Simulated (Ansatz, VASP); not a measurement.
**One calculation of NaH, two programs**

The input INCAR:

```
PREC = Accurate
ENCUT = 600
EDIFF = 1E-7
ISMEAR = 0
SIGMA = 0.1
LREAL = F
LASPH = T
NELM = 80
ALGO = Normal
ISIF = 3
LWAVE = F
LCHARG = F
GGA = PE
IBRION = 2
NSW = 90
EDIFFG = -0.04
```

KPOINTS

```
regular mesh
0
Gamma
  6 6 6
```

Contents of POSCAR:

```
NaH
1.0
    5.2656399600      0.0000000000      0.0000000000
   -2.6328199800      4.5601779700      0.0000000000
    0.0000000000      0.0000000000      2.9498133500
Na H
3 3
Direct
    0.0000000000      0.0000000000      0.0000000000
    0.3333333300      0.6666666700      0.5000000000
    0.6666666700      0.3333333300      0.5000000000
    0.5000000000      0.0000000000      0.0000000000
    0.5000000000      0.5000000000      0.0000000000
    0.0000000000      0.5000000000      0.0000000000
```

Input for Ansatz:

```yaml
crystal:
  lattice:
    - [5.26563996, 0.0, 0.0]
    - [-2.63281998, 4.56017797, 0.0]
    - [0.0, 0.0, 2.94981335]
  atoms:
    - { symbol: Na, position: [0.0, 0.0, 0.0] }
    - { symbol: Na, position: [0.33333333, 0.66666667, 0.5] }
    - { symbol: Na, position: [0.66666667, 0.33333333, 0.5] }
    - { symbol: H, position: [0.5, 0.0, 0.0] }
    - { symbol: H, position: [0.5, 0.5, 0.0] }
    - { symbol: H, position: [0.0, 0.5, 0.0] }
basis:
  ecutwfc: 420
kpoints:
  mp_grid: { grid: [6, 6, 6] }
hamiltonian:
  xc: pbe
scf:
  occupations: { method: gaussian, width: 0.1 }
  lower_state_search: "off"
output:
  forces: true
  stress: true
  eigenvalues: true
relax:
  adjacent_minimum: "off"
  f_tol: 0.04
  max_steps: 70
  cell: { stress_tol: 0.4 }
```

Change from the starting cell: species swapped into the TaN type (P6/mmm, No. 191).

Alike in both runs: task relaxation of cell and atoms; functional PBE; k mesh 6 × 6 × 6; occupations gaussian, width 0.1 eV; no spin polarisation.

|  | VASP | Ansatz |
| --- | --- | --- |
| version | VASP 6.6.1 | Ansatz 0.2.0 |
| potentials or method | VASP PAW PBE potentials, release 64 (Na_pv, H), cutoff 600 eV | scalar-relativistic, plane waves, PAW |
| valence electrons in the cell | 24 | 30 |

```tsv
	VASP	Ansatz	Ansatz less VASP
gap on the k mesh at the Fermi level, each at its own relaxed structure (eV)	1.16	1.15	-0.017
relaxed volume (Å³/atom)	15.35	15.29	-0.061
relaxed length of the cell vector where the two differ most in proportion (Å)	3.280	3.260	-0.0203
```

VASP's potentials hold 24 valence electrons a cell and Ansatz's 30, so a difference there can come from the potentials and not from the codes.

Noted on VASP's run: the volume moved by over 15 % at a fixed basis, so the end points are rough.
